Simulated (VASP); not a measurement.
# AlNi (P4/mmm) in VASP: single point with PBE+U

Aim: the single point of AlNi with PBE+U.

All numbers are computed with VASP 6.6.1; they aren't measurements. Logs are shortened: lines on timing, memory, paths and dates and some standing lists are left out, and cuts for length are marked.

## (1) The cell of the first run

Symmetry: P4/mmm, No. 123, tetragonal system. The conventional cell has a = 2.893 Å, b = 2.893 Å, c = 2.748 Å, α = 90.00°, β = 90.00°, γ = 90.00°. Al (site symmetry 4/mmm) has 8 Ni at 2.46 Å and 6 Al at 2.75 to 2.89 Å within 3.3 Å. Within 3.3 Å of Ni (site symmetry 4/mmm) lie 8 Al at 2.46 Å and 6 Ni at 2.75 to 2.89 Å.

## (2) Single point, PBE+U

INCAR reads:

```
PREC = Accurate
ENCUT = 520
EDIFF = 1E-6
ISMEAR = 0
SIGMA = 0.15
LREAL = F
LASPH = T
NELM = 150
ALGO = Normal
ISIF = 2
LWAVE = F
LCHARG = F
LMAXMIX = 4
LDAU = T
LDAUTYPE = 2
LDAUL = -1 2
LDAUU = 0 5
LDAUJ = 0 0
LDAUPRINT = 1
GGA = PE
NBANDS = 14
```

KPOINTS reads:

```
Automatic mesh
0
Gamma
  20 20 20
```

POSCAR reads:

```
AlNi
1.0
    2.8930835280      0.0000000000      0.0000000000
    0.0000000000      2.8930835280      0.0000000000
    0.0000000000      0.0000000000      2.7484293516
Al Ni
1 1
Direct
    0.0000000000      0.0000000000      0.0000000000
    0.5000000000      0.5000000000      0.5000000000
```

Potentials or basis: VASP PAW PBE potentials, release 64 (Al, Ni).

Started as:

```
cat potpaw_PBE.64/Al/POTCAR potpaw_PBE.64/Ni/POTCAR > POTCAR
mpirun -np 1 vasp_std > vasp.out
```

OUTCAR:

```text
PREC = Accurate
   ENCUT = 520
   EDIFF = 1E-6
   ISMEAR = 0
   LREAL = F
   LASPH = T
   NELM = 150
   ISIF = 2
   GGA = PE

 ion  position               nearest neighbor table
   1  0.000  0.000  0.000-   2 2.46   2 2.46   2 2.46   2 2.46   2 2.46   2 2.46   2 2.46   2 2.46

   2  0.500  0.500  0.500-   1 2.46   1 2.46   1 2.46   1 2.46   1 2.46   1 2.46   1 2.46   1 2.46

  LATTYP: Found a simple tetragonal cell.
 ALAT       =     2.8930835280
 C/A-ratio  =     0.9500000000

  Lattice vectors:

 A1 = (   2.8930835280,   0.0000000000,   0.0000000000)
 A2 = (   0.0000000000,   2.8930835280,   0.0000000000)
 A3 = (   0.0000000000,   0.0000000000,   2.7484293516)

Analysis of symmetry for initial positions (statically):
=====================================================================
 Subroutine PRICEL returns:
 Original cell was already a primitive cell.

 Routine SETGRP: Setting up the symmetry group for a
 simple tetragonal supercell.

 Subroutine GETGRP returns: Found 16 space group operations
 (whereof 16 operations were pure point group operations)
 out of a pool of 16 trial point group operations.

The static configuration has the point symmetry D_4h.

Analysis of symmetry for dynamics (positions and initial velocities):
=====================================================================
 Subroutine PRICEL returns:
 Original cell was already a primitive cell.

 Routine SETGRP: Setting up the symmetry group for a
 simple tetragonal supercell.

 Subroutine GETGRP returns: Found 16 space group operations
 (whereof 16 operations were pure point group operations)
 out of a pool of 16 trial point group operations.

The dynamic configuration has the point symmetry D_4h.

 Subroutine INISYM returns: Found 16 space group operations
 (whereof 16 operations are pure point group operations),
 and found     1 'primitive' translations

----------------------------------------------------------------------------------------

                                     Primitive cell

[... 156 lines left out ...]
  o =  0.8664  v =  0.0000  0.0000  0.0000  0.0000  0.0000  0.0000  0.0000 -1.0000 -0.0000 -0.0000      0.0000  0.0000  0.0000  0.0000  0.0000  0.0000  0.0000  0.0000  0.0000  0.0000
  o =  0.8743  v =  1.0000  0.0000  0.0000  0.0000  0.0000  0.0000  0.0000  0.0000  0.0000  0.0000      0.0000  0.0000  0.0000  0.0000  0.0000  0.0000  0.0000  0.0000  0.0000  0.0000
  o =  0.8743  v =  0.0000  0.0000  0.0000  0.0000  0.0000  1.0000  0.0000  0.0000  0.0000  0.0000      0.0000  0.0000  0.0000  0.0000  0.0000  0.0000  0.0000  0.0000  0.0000  0.0000
  o =  0.8847  v =  0.0000  0.0000  0.0000  0.0000 -1.0000  0.0000  0.0000  0.0000  0.0000  0.0000      0.0000  0.0000  0.0000  0.0000  0.0000  0.0000  0.0000  0.0000  0.0000  0.0000
  o =  0.8847  v =  0.0000  0.0000  0.0000  0.0000  0.0000  0.0000  0.0000  0.0000  0.0000 -1.0000      0.0000  0.0000  0.0000  0.0000  0.0000  0.0000  0.0000  0.0000  0.0000  0.0000
  o =  0.8880  v =  0.0000  0.0032  0.0000 -1.0000 -0.0000  0.0000  0.0000  0.0000  0.0000  0.0000      0.0000  0.0000  0.0000  0.0000  0.0000  0.0000  0.0000  0.0000  0.0000  0.0000
  o =  0.8880  v =  0.0000  0.0000  0.0000  0.0000  0.0000  0.0000  0.0032  0.0000 -1.0000 -0.0000      0.0000  0.0000  0.0000  0.0000  0.0000  0.0000  0.0000  0.0000  0.0000  0.0000
  o =  0.8880  v =  0.0000  0.0000  0.0000  0.0000  0.0000  0.0000 -1.0000 -0.0000 -0.0032 -0.0000      0.0000  0.0000  0.0000  0.0000  0.0000  0.0000  0.0000  0.0000  0.0000  0.0000
  o =  0.8880  v =  0.0000 -1.0000 -0.0000 -0.0032 -0.0000  0.0000  0.0000  0.0000  0.0000  0.0000      0.0000  0.0000  0.0000  0.0000  0.0000  0.0000  0.0000  0.0000  0.0000  0.0000

 number of electron      13.0000015 magnetization

 Free energy of the ion-electron system (eV)
  ---------------------------------------------------
  ext. energy  EPLUGINS =         0.00000000
  ---------------------------------------------------
  free energy    TOTEN  =        -7.59530256 eV

  energy without entropy =       -7.58830512  energy(sigma->0) =       -7.59180384

 E-fermi :  10.0939     XC(G=0): -12.1837

 val. band max:       10.0918629661   @ k =   0.3500   0.1000   0.2500
 cond. band min:      10.1004021708   @ k =   0.3500   0.1000   0.3500
 fundamental gap:      0.0085392047
 Fermi energy:        10.0938583670

 k-point     1 :       0.0000    0.0000    0.0000
  band No.  band energies     occupation
      1      -0.8993      2.00000
      2       6.1879      2.00000
      3       6.2935      2.00000
      4       7.9158      2.00000
      5       8.0090      2.00000
      6       8.0090      2.00000
      7      15.5654      0.00000
      8      15.5654      0.00000
      9      17.4851      0.00000
     10      18.0843      0.00000
     11      18.4527      0.00000
     12      25.1670      0.00000
     13      30.4628      0.00000
     14      31.7354      0.00000
[... 377 lines left out ...]
      1       0.0012      2.00000
      2       6.1891      2.00000
      3       6.4193      2.00000
      4       7.5379      2.00000
      5       7.8006      2.00000
      6       7.9779      2.00000
      7      11.8989      0.00000
      8      14.7883      0.00000
      9      18.5340      0.00000
     10      19.7149      0.00000
     11      22.2285      0.00000
     12      24.8171      0.00000
     13      27.6333      0.00000
     14      28.1369      0.00000

 [... further k-points ...]

------------------------ aborting loop because EDIFF is reached ----------------------------------------

  FORCE on cell =-STRESS in cart. coord.  units (eV):
  Direction    XX          YY          ZZ          XY          YZ          ZX
  --------------------------------------------------------------------------------------
  -------------------------------------------------------------------------------------
  Total        0.0396362      0.0396362      0.8473841      0.0000000     -0.0000000      0.0000000
  in kB        2.7605500      2.7605500     59.0179853      0.0000000     -0.0000000      0.0000000
  external PRESSURE =      21.5130285 kB  Pullay stress =       0.0000000 kB

 VOLUME and BASIS-vectors are now :
 -----------------------------------------------------------------------------
  energy-cutoff  :      520.00
  volume of cell :       23.00
      direct lattice vectors                 reciprocal lattice vectors
     2.893083528  0.000000000  0.000000000     0.345651963  0.000000000  0.000000000
     0.000000000  2.893083528  0.000000000     0.000000000  0.345651963  0.000000000
     0.000000000  0.000000000  2.748429352     0.000000000  0.000000000  0.363844171

 POSITION                                       TOTAL-FORCE (eV/Angst)
 -----------------------------------------------------------------------------------
      0.00000      0.00000      0.00000         0.000000      0.000000      0.000000
      1.44654      1.44654      1.37421         0.000000      0.000000      0.000000
 -----------------------------------------------------------------------------------
    total drift:                                0.000000     -0.000000     -0.000000

  FREE ENERGIE OF THE ION-ELECTRON SYSTEM (eV)
  ---------------------------------------------------
  free  energy   TOTEN  =        -7.5953025598 eV

  energy  without entropy=       -7.5883051178  energy(sigma->0) =       -7.59180384
```

OSZICAR:

```text
N       E                     dE             d eps       ncg     rms          rms(c)
DAV:   1     0.461334867737E+02    0.46133E+02   -0.54900E+03 20648   0.991E+02
DAV:   2    -0.605029404818E+01   -0.52184E+02   -0.47504E+02 22026   0.184E+02
DAV:   3    -0.814786298816E+01   -0.20976E+01   -0.20839E+01 25218   0.424E+01
DAV:   4    -0.817217676003E+01   -0.24314E-01   -0.24309E-01 24438   0.411E+00
DAV:   5    -0.817277513832E+01   -0.59838E-03   -0.59837E-03 25710   0.701E-01    0.878E+00
DAV:   6    -0.853531061983E+01   -0.36254E+00   -0.13933E+01 23760   0.559E+01    0.751E+00
DAV:   7    -0.761080156425E+01    0.92451E+00   -0.45826E+00 24234   0.338E+01    0.165E+00
DAV:   8    -0.759818541566E+01    0.12616E-01   -0.55858E-02 23820   0.194E+00    0.715E-01
DAV:   9    -0.759526009921E+01    0.29253E-02   -0.14039E-02 26338   0.157E+00    0.844E-02
DAV:  10    -0.759530258162E+01   -0.42482E-04   -0.35279E-04 23684   0.242E-01    0.324E-02
DAV:  11    -0.759530339339E+01   -0.81178E-06   -0.21283E-05 27060   0.650E-02    0.590E-03
DAV:  12    -0.759530255977E+01    0.83363E-06   -0.75411E-07 16816   0.955E-03
   1 F= -.75953026E+01 E0= -.75918038E+01  d E =-.699744E-02
```

stdout:

```text
POSCAR found type information on POSCAR AlNi
 POSCAR found :  2 types and       2 ions
 scaLAPACK will be used
 LDA part: xc-table for (Slater+PW92), standard interpolation
 POSCAR, INCAR and KPOINTS ok, starting setup
 FFT: planning ... GRIDC
 FFT: planning ... GRID_SOFT
 FFT: planning ... GRID
 WAVECAR not read
 entering main loop
```

Wall time 1.8 min (1 thread of AMD EPYC 7R13 (Zen 3), shared host); peak memory 0.31 GiB.

Results:

| Item | Value |
| --- | --- |
| Free energy | -7.5953 eV |
| Pressure | 2.2 GPa |

Eigenvalues of the final occupation matrices:
```tsv
site	spin	trace	eigenvalues
site 2 d	1	4.40	0.87 0.87 0.88 0.89 0.89
site 2 d	2	4.40	0.87 0.87 0.88 0.89 0.89
```

Caveat: U without spin polarisation on a metal has little footing; the U is typed as a test and isn't derived for this compound. Spin polarisation is off, so any magnetic state and its effect on volume and gap are missing.
